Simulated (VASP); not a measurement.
# OsRh (Pm-3m) in VASP: a series of runs, part 2 of 2

VASP 6.6.1. Earlier steps stand in the parts before.

### Step 4. Relaxation of cell and atoms, PBE

INCAR reads:

```
SYSTEM = OsRh
PREC = Accurate ; ENCUT = 600
EDIFF = 1E-7 ; ISMEAR = 0
SIGMA = 0.1 ; LREAL = .FALSE.
LASPH = .TRUE. ; NELM = 100
ALGO = Normal ; ISIF = 3
LWAVE = .FALSE. ; LCHARG = .FALSE.
GGA = PE ; IBRION = 2
NSW = 90 ; EDIFFG = -0.04
```

KPOINTS reads:

```
Automatic mesh
0
G
  6 6 6
  0 0 0
```

POSCAR reads:

```
OsRh
1.0
    2.9943166542      0.0000000000      0.0000000000
    0.0000000000      2.9943166542      0.0000000000
    0.0000000000      0.0000000000      2.9943166542
Os Rh
1 1
Direct
    0.0000000000      0.0000000000      0.0000000000
    0.5000000000      0.5000000000      0.5000000000
```

Potentials or basis: VASP PAW PBE potentials, release 64 (Os, Rh_pv).

The run is started by

```bash
> cat potpaw_PBE.64/Os/POTCAR potpaw_PBE.64/Rh_pv/POTCAR > POTCAR
> mpirun -np 1 vasp_std > vasp.out
```

OUTCAR:

```text
SYSTEM = OsRh
   PREC = Accurate
   ENCUT = 600
   EDIFF = 1E-7
   ISMEAR = 0
   LREAL = .FALSE.
   LASPH = .TRUE.
   NELM = 100
   ISIF = 3
   GGA = PE
   IBRION = 2
   NSW = 90
   EDIFFG = -0.04

 ion  position               nearest neighbor table
   1  0.000  0.000  0.000-   2 2.59   2 2.59   2 2.59   2 2.59   2 2.59   2 2.59   2 2.59   2 2.59

   2  0.500  0.500  0.500-   1 2.59   1 2.59   1 2.59   1 2.59   1 2.59   1 2.59   1 2.59   1 2.59

  LATTYP: Found a simple cubic cell.
 ALAT       =     2.9943166542

  Lattice vectors:

 A1 = (   2.9943166542,   0.0000000000,   0.0000000000)
 A2 = (   0.0000000000,   2.9943166542,   0.0000000000)
 A3 = (   0.0000000000,   0.0000000000,   2.9943166542)

Analysis of symmetry for initial positions (statically):
=====================================================================
 Subroutine PRICEL returns:
 Original cell was already a primitive cell.

 Routine SETGRP: Setting up the symmetry group for a
 simple cubic supercell.

 Subroutine GETGRP returns: Found 48 space group operations
 (whereof 48 operations were pure point group operations)
 out of a pool of 48 trial point group operations.

The static configuration has the point symmetry O_h .

Analysis of symmetry for dynamics (positions and initial velocities):
=====================================================================
 Subroutine PRICEL returns:
 Original cell was already a primitive cell.

 Routine SETGRP: Setting up the symmetry group for a
 simple cubic supercell.

 Subroutine GETGRP returns: Found 48 space group operations
 (whereof 48 operations were pure point group operations)
 out of a pool of 48 trial point group operations.

The dynamic configuration has the point symmetry O_h .

 Subroutine INISYM returns: Found 48 space group operations
 (whereof 48 operations are pure point group operations),
 and found     1 'primitive' translations

----------------------------------------------------------------------------------------

                                     Primitive cell

  volume of cell :      26.8468

  direct lattice vectors                    reciprocal lattice vectors
     2.994316654  0.000000000  0.000000000     0.333966015  0.000000000  0.000000000
     0.000000000  2.994316654  0.000000000     0.000000000  0.333966015  0.000000000
     0.000000000  0.000000000  2.994316654     0.000000000  0.000000000  0.333966015

  length of vectors
     2.994316654  2.994316654  2.994316654     0.333966015  0.333966015  0.333966015

  position of ions in fractional coordinates (direct lattice)
     0.000000000  0.000000000  0.000000000
     0.500000000  0.500000000  0.500000000

  ion indices of the primitive-cell ions
   primitive index   ion index
                 1           1
                 2           2

----------------------------------------------------------------------------------------

 KPOINTS: Automatic mesh

Automatic generation of k-mesh.
 Grid dimensions read from file:
 generate k-points for:    6    6    6

 Generating k-lattice:

  Cartesian coordinates                     Fractional coordinates (reciprocal lattice)
     0.055661002  0.000000000  0.000000000     0.166666667  0.000000000  0.000000000
     0.000000000  0.055661002  0.000000000     0.000000000  0.166666667  0.000000000
     0.000000000  0.000000000  0.055661002     0.000000000  0.000000000  0.166666667

  Length of vectors
     0.055661002  0.055661002  0.055661002

  Shift w.r.t. Gamma in fractional coordinates (k-lattice)
     0.000000000  0.000000000  0.000000000

 Subroutine IBZKPT returns following result:
 ===========================================

 Found     20 irreducible k-points:

 Following reciprocal coordinates:
            Coordinates               Weight
  0.000000  0.000000  0.000000      1.000000
  0.166667  0.000000  0.000000      6.000000
  0.333333  0.000000  0.000000      6.000000
  0.500000  0.000000  0.000000      3.000000
  0.166667  0.166667  0.000000     12.000000
  0.333333  0.166667  0.000000     24.000000
[... 12 lines left out ...]
  0.500000  0.500000  0.333333      6.000000
  0.500000  0.500000  0.500000      1.000000
   k-points           NKPTS =     20   k-points in BZ     NKDIM =     20   number of bands    NBANDS=     15
   number of dos      NEDOS =    301   number of ions     NIONS =      2
   total plane-waves  NPLWV =  13824
   dimension x,y,z NGX =    24 NGY =   24 NGZ =   24
   dimension x,y,z NGXF=    48 NGYF=   48 NGZF=   48
   ions per type =               1   1
   NGX,Y,Z   is equivalent  to a cutoff of  13.32, 13.32, 13.32 a.u.
   NGXF,Y,Z  is equivalent  to a cutoff of  26.65, 26.65, 26.65 a.u.
 SYSTEM =  OsRh
   PREC   = accura    normal or accurate (medium, high low for compatibility)
   ISTART =      0    job   : 0-new  1-cont  2-samecut
   ICHARG =      2    charge: 1-file 2-atom 10-const
   ISPIN  =      1    spin polarized calculation?
   LNONCOLLINEAR =      F non collinear calculations
   LSORBIT =      F    spin-orbit coupling
   LASPH  =      T    aspherical Exc in radial PAW
   ENCUT  =  600.0 eV  44.10 Ry    6.64 a.u.   5.98  5.98  5.98*2*pi/ulx,y,z
   NELM   =    100;   NELMIN=  2; NELMDL= -5     # of ELM steps
   EDIFF  = 0.1E-06   stopping-criterion for ELM
   LREAL  =      F    real-space projection
   EDIFFG = -.4E-01   stopping-criterion for IOM
   NSW    =     90    number of steps for IOM
   IBRION =      2    ionic relax: 0-MD 1-quasi-New 2-CG
   NFREE  =      1    steps in history (QN), initial steepest desc. (CG)
   ISIF   =      3    stress and relaxation
   ISYM   =      2    0-nonsym 1-usesym 2-fastsym
   POTIM  = 0.5000    time-step for ionic-motion
   TEBEG  =    0.0;   TEEND  =   0.0 temperature during run
   PSTRESS=    0.0 pullay stress
   NELECT =      23.0000    total number of electrons
   NUPDOWN=      -1.0000    fix difference up-down
   EMIN   =  10.00;   EMAX   =-10.00  energy-range for DOS
   EFERMI =   0.00;   METHOD = LEGACY
   ISMEAR =     0;   SIGMA  =   0.10  broadening in eV -4-tet -1-fermi 0-gaus
   EFERMI_NEDOS =   21; number of points for ismear=-14 and -15
   IALGO  =     38    algorithm
   IMIX   =      4    mixing-type and parameters
     AMIX     =   0.40;   BMIX     =  1.00
     AMIX_MAG =   1.60;   BMIX_MAG =  1.00
  volume/ion in A,a.u.               =      13.42        90.59
  Fermi-wavevector in a.u.,A,eV,Ry     =   1.554842  2.938226 32.892560  2.417535
  Thomas-Fermi vector in A             =   2.658870
   LORBIT       =      0    0 simple, 1 ext, 2 COOP (PROOUT), +10 PAW based schemes
   GGA     = PE    functional components
   LHFCALC =     F    Hartree Fock is set to
   AEXX    =    0.0000 exact exchange contribution
   IVDW    =     0    specifies the selected vdW correction
   LEPSILON=     F    determine dielectric tensor
   LRPA    =     F    only Hartree local field effects (RPA)
 conjugate gradient relaxation of ions
 non-spin polarized calculation
 Gauss-broadening in eV      SIGMA  =   0.10
  energy-cutoff  :      600.00
  volume of cell :       26.85
 maximum number of plane-waves:       922
 NGX is ok and might be reduce to    24
   NGX = 11   NGY = 11   NGZ = 11

--------------------------------------- Ionic step        1  -------------------------------------------

 number of electron      22.9999993 magnetization

 Free energy of the ion-electron system (eV)
  ---------------------------------------------------
  ext. energy  EPLUGINS =         0.00000000
  ---------------------------------------------------
  free energy    TOTEN  =       -17.01441665 eV

  energy without entropy =      -16.98839601  energy(sigma->0) =      -17.00140633

 E-fermi :  11.2203     XC(G=0): -14.2403

 val. band max:       11.2176565491   @ k =   0.3333   0.1667   0.1667
 cond. band min:      11.2505580285   @ k =   0.5000   0.3333   0.1667
 fundamental gap:      0.0329014794
 Fermi energy:        11.2202972249

 k-point     1 :       0.0000    0.0000    0.0000
  band No.  band energies     occupation
      1     -35.4993      2.00000
      2     -35.4993      2.00000
      3     -35.4993      2.00000
      4       1.4446      2.00000
      5       4.1159      2.00000
      6       4.1159      2.00000
      7       7.8270      2.00000
      8       7.8270      2.00000
      9       7.8270      2.00000
     10      10.9192      1.99998
     11      10.9192      1.99998
     12      13.2620      0.00000
     13      13.2620      0.00000
     14      13.2620      0.00000
     15      20.2531      0.00000
[... 445 lines left out ...]
  energy  without entropy=      -17.1756856257  energy(sigma->0) =      -17.18914742

--------------------------------------- Ionic step        4  -------------------------------------------

 number of electron      23.0000011 magnetization

 Free energy of the ion-electron system (eV)
  ---------------------------------------------------
  ext. energy  EPLUGINS =         0.00000000
  ---------------------------------------------------
  free energy    TOTEN  =       -17.20495715 eV

  energy without entropy =      -17.17811720  energy(sigma->0) =      -17.19153718

 E-fermi :   9.8597     XC(G=0): -13.7433

 val. band max:        9.8593855157   @ k =   0.3333   0.3333   0.1667
 cond. band min:       9.8796625710   @ k =   0.5000   0.3333   0.1667
 fundamental gap:      0.0202770553
 Fermi energy:         9.8597158086

 k-point     1 :       0.0000    0.0000    0.0000
  band No.  band energies     occupation
      1     -36.6503      2.00000
      2     -36.6503      2.00000
      3     -36.6503      2.00000
      4       0.7595      2.00000
      5       3.5932      2.00000
      6       3.5932      2.00000
      7       6.8583      2.00000
      8       6.8583      2.00000
      9       6.8583      2.00000
     10       9.6168      1.99941
     11       9.6168      1.99941
     12      11.6476      0.00000
     13      11.6476      0.00000
     14      11.6476      0.00000
     15      18.4774      0.00000
[... 369 lines left out ...]
  FREE ENERGIE OF THE ION-ELECTRON SYSTEM (eV)
  ---------------------------------------------------
  free  energy   TOTEN  =       -17.2049571492 eV

  energy  without entropy=      -17.1781172015  energy(sigma->0) =      -17.19153718

 reached required accuracy - stopping structural energy minimisation
```

It took 20 s on 1 thread of Intel Xeon Platinum 8559C (Emerald Rapids), shared host; peak memory 0.15 GiB.

What came out:

* Free energy: -17.2050 eV
* Relaxed volume: 14.56 Å³/atom
* Relaxed cell: a = 3.077 Å, b = 3.077 Å, c = 3.077 Å, α = 90.00°, β = 90.00°, γ = 90.00°
* Space group after relaxing (to 0.1 Å): Pm-3m (No. 221)
* Pressure after relaxing: -0.4 GPa
* Band gap on the k mesh: zero (an odd number of electrons rules out a gap without spin polarisation)

Final structure:
```xyz
2
Lattice="3.0769 0.0000 0.0000 0.0000 3.0769 0.0000 0.0000 0.0000 3.0769" Properties=species:S:1:pos:R:3 pbc="T T T"
Os    0.0000    0.0000    0.0000
Rh    1.5384    1.5384    1.5384
```

Levels at points of the mesh, in eV from the Fermi level:
| k point | band 9 | band 10 | band 11 | band 12 | band 13 | band 14 |
| --- | --- | --- | --- | --- | --- | --- |
| (0.00, 0.00, 0.00) | -3.00 | -0.24 | -0.24 | 1.79 | 1.79 | 1.79 |
| (0.50, 0.00, 0.00) | -2.51 | -1.85 | -1.85 | -1.49 | -0.28 | 0.82 |
| (0.50, 0.50, 0.00) | -0.47 | -0.11 | 0.63 | 0.63 | 1.07 | 2.32 |
| (0.50, 0.50, 0.50) | -3.96 | -0.40 | -0.40 | 1.18 | 1.18 | 6.68 |

Caveat: spin-orbit coupling is left out, which moves the levels of the heavy elements.

### Step 5. The runs side by side

```csv
task,cell,cutoff (eV),gap on the mesh (eV),pressure (GPa)
single point,"a = 2.994 Å, 2 atoms",520,none,29.5
single point,"a = 3.076 Å, 2 atoms",520,none,0.0
relaxation of cell and atoms,"relaxed from a = 2.994 Å, 2 atoms",600,none,-0.4
```

Alike in all rows: level PBE; potentials or basis VASP PAW PBE potentials, release 64 (Os, Rh_pv); no spin polarisation; k mesh 6 × 6 × 6; smearing gaussian 0.1 eV.

Caveats: spin-orbit coupling is left out, which moves the levels of the heavy elements; the cell stands under pressure (at least some runs).

Total energies depend on the potentials used, so only differences within one code and one set of settings carry meaning.

The gap in the log of VASP goes by the Fermi energy; the results here count the filled bands.